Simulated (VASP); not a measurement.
Wanted: the native input for a VASP 6.6.1 run.

| Property | Result |
| --- | --- |
| Task | single point |
| Functional | PBEsol |
| Potentials or basis | VASP PAW PBE potentials, release 64 (Ta_pv, N) |
| Cutoff | 520 eV |
| k mesh | 16 × 16 × 12 |
| Occupations | gaussian, width 0.1 eV |
| Spin | no spin polarisation |
| Dipole correction | no |
| Further INCAR settings | ALGO = Normal; EDIFF = 1e-06; NBANDS = 24 |

The structure of TaN lies in POSCAR:

```
TaN
1.0
    2.2534800424      2.2534800424      0.0000000000
   -2.2534800424      2.2534800424      0.0000000000
    0.0000000000      0.0000000000      4.5069600849
Ta N
2 2
Direct
    0.5000000000      0.5000000000      0.0000000000
    0.0000000000      0.0000000000      0.5000000000
    0.0000000000      0.0000000000      0.0000000000
    0.5000000000      0.5000000000      0.5000000000
```

This cell differs from its parent crystal: equal strain along all axes, cell held: +3.0 %.

The input as run:

INCAR

```
SYSTEM = TaN
PREC     = Accurate       ! precision mode
ENCUT    = 520            ! plane-wave cutoff, eV
EDIFF    = 1E-6           ! SCF threshold, eV
ISMEAR   = 0              ! smearing method
SIGMA    = 0.1            ! smearing width, eV
LREAL    = .False.        ! projectors in reciprocal space
LASPH    = .True.         ! aspherical terms in the spheres
NELM     = 100            ! most SCF steps
ALGO     = Normal         ! electronic algorithm
ISIF     = 2              ! what is computed and relaxed
LWAVE    = .False.        ! write WAVECAR
LCHARG   = .True.         ! write CHGCAR
GGA      = PS             ! functional
LELF     = .True.         ! ELF
LVHAR    = .True.       
NBANDS   = 24             ! bands
```

KPOINTS

```
Automatic mesh
0
Gamma
  16 16 12
  0 0 0
```

Potentials or basis: VASP PAW PBE potentials, release 64 (Ta_pv, N).

Run with:

```sh
$ cat potpaw_PBE.64/Ta_pv/POTCAR potpaw_PBE.64/N/POTCAR > POTCAR
$ mpirun -np 1 vasp_std > vasp.out
```

Results of the run:

The pressure is -25.4 GPa and the band gap on the k mesh is zero (bands 16 and 17 overlap by 3.62 eV).

Caveat: the cell differs from its parent crystal (equal strain along all axes, cell held: +3.0 %); the cell stands under tension; the PAW data sets were made with another functional, which shifts forces and pressure a little; spin-orbit coupling is left out, which moves the levels of the heavy elements.

Run time: 2.3 min on 1 thread of AMD EPYC 9R45 96-Core Processor (Zen 5), with other jobs on the host, peak memory 0.36 GiB.
